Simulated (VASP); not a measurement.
Runs of VASP 6.6.1 on Pd. The structure is that of space group Fm-3m (No. 225), or close to it. The cells are those of the table. 

```tsv
task	level	cell	cutoff (eV)	gap on the mesh (eV)	pressure (GPa)	relaxed volume (Å³/atom)
single point	PBE	a = 2.785 Å, angles 60.0°, 1 atom	500	none	-0.2	-
relaxation of cell and atoms	RPBE	relaxed from a = 2.753 Å, angles 60.0°, 1 atom	500	none	-0.1	15.70
relaxation of cell and atoms	r2SCAN	relaxed from a = 2.753 Å, angles 60.0°, 1 atom	550	none	0.0	14.92
single point	revPBE+D3(BJ)	a = 2.731 Å, angles 60.0°, 1 atom	500	none	(a)	-
single point	RPBE	a = 2.811 Å, angles 60.0°, 1 atom	500	none	-0.2	-
single point	r2SCAN	a = 2.760 Å, angles 60.0°, 1 atom	550	none	0.7	-
relaxation of cell and atoms	revPBE+D3(BJ)	relaxed from a = 2.753 Å, angles 60.0°, 1 atom	500	none	0.0	(b)
relaxation of cell and atoms	PBE	relaxed from a = 2.753 Å, angles 60.0°, 1 atom	500	none	-0.1	15.26
```

Alike in all rows: potentials or basis VASP PAW PBE potentials, release 64 (Pd); no spin polarisation; k mesh 9 × 9 × 9; smearing methfessel-paxton 0.1 eV.

**Question.** Estimate the missing entries.

**Answer.** (a) -0.3; (b) 14.38.

Caveats: the PAW data sets were made with another functional, which shifts forces and pressure a little (some runs); pairwise dispersion overbinds metals, which lowers pressure and volume (some runs).

A k mesh can miss the band edges, and the runs leave out spin-orbit coupling on Pd.

A gap of «none» marks levels without a gap at the run's occupations.
